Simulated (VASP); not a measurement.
Wanted: the native input for a VASP 6.6.1 run.

```yaml
Task: single point
Functional: LDA
Potentials_or_basis: VASP PAW LDA potentials, release 64 (Pt, Se)
Cutoff: 520 eV
k_mesh: 12 × 12 × 1
Occupations: gaussian, width 0.01 eV
Spin: no spin polarisation
Dipole_correction: no
Further_INCAR_settings: ALGO = Normal; EDIFF = 1e-06; NBANDS = 18
```

The structure of PtSe2 lies in POSCAR:

```
PtSe2
1.0
    3.7300000000      0.0000000000      0.0000000000
   -1.8650000000      3.2302747561      0.0000000000
    0.0000000000      0.0000000000     20.0000000000
Pt Se
1 2
Direct
    0.0000000000      0.0000000000      0.5000000000
    0.3333333333      0.6666666667      0.5628939299
    0.6666666667      0.3333333333      0.4371060701
```

One way to write it, as run:

INCAR

```
ALGO = Normal
EDIFF = 1E-6
ENCUT = 520
ISIF = 2
ISMEAR = 0
LASPH = T
LCHARG = T
LELF = T
LREAL = F
LVHAR = T
LWAVE = F
NBANDS = 18
NELM = 60
PREC = Accurate
SIGMA = 0.01
```

KPOINTS

```
k-points
0
Gamma
  12 12 1
```

Potentials or basis: VASP PAW LDA potentials, release 64 (Pt, Se).

Run with:

```bash
$ cat potpaw_LDA.64/Pt/POTCAR potpaw_LDA.64/Se/POTCAR > POTCAR
$ mpirun -np 1 vasp_std > vasp.out
```

Results of the run:

* Largest force: 0.045 eV/Å
* Band gap on the k mesh: 1.32 eV (least direct gap 1.46 eV)

Caveat: there is no dipole correction, which matters where the two faces differ; spin-orbit coupling is left out, which moves the levels of the heavy elements.

Wall time 76 s on 1 thread of Intel(R) Xeon(R) Platinum 8488C (Sapphire Rapids), with other jobs on the host, peak memory 0.3 GiB.
